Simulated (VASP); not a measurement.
**Sc: single point with r2SCAN**

Crystal: Sc.

```
Sc
1.0
     2.97234    0.00000    0.00000
     0.00000    2.97234    0.00000
     0.00000    0.00000    2.97234
Sc
1
Cartesian
  0.0000 0.0000 0.0000
```

```yaml
Program: VASP 6.6.1
Task: single point
Functional: r2SCAN
Potentials_or_basis: VASP PAW PBE potentials, release 64 (Sc_sv)
Cutoff: 520 eV
k_mesh: 17 × 17 × 17
Occupations: fermi-dirac, width 0.05 eV
Spin: collinear spin, ferromagnetic start
Starting_moments: "[0.674] μB"
Dipole_correction: no
Further_INCAR_settings: ALGO = Normal; EDIFF = 1e-06; NBANDS = 16
```

```json
{
 "Pressure": "0.3 GPa",
 "Net moment": "0.93 μB per cell",
 "Site moments": "Sc +0.70 μB",
 "Valence electrons inside the program's atomic spheres": "Sc 9.44"
}
```

Levels at points of the mesh, in eV from the Fermi level:
Spin up:
| k point | band 2 | band 3 | band 4 | band 5 | band 6 | band 7 | band 8 | band 9 | band 10 | band 11 |
| --- | --- | --- | --- | --- | --- | --- | --- | --- | --- | --- |
| (0.00, 0.00, 0.00) | -29.27 | -29.27 | -29.27 | -5.55 | -1.04 | -1.04 | 4.13 | 4.13 | 4.13 | 12.76 |
Spin down:
```csv
k point,band 2,band 3,band 4,band 5,band 6,band 7,band 8,band 9
"(0.00, 0.00, 0.00)",-28.63,-28.63,-28.63,-4.87,0.68,0.68,4.48,4.48
```

It took 2.9 min on 1 thread of Intel Xeon 6975P-C, with other jobs on the host, peak memory 0.23 GiB.

Caveat: the PAW data sets were made with another functional, which shifts forces and pressure a little.
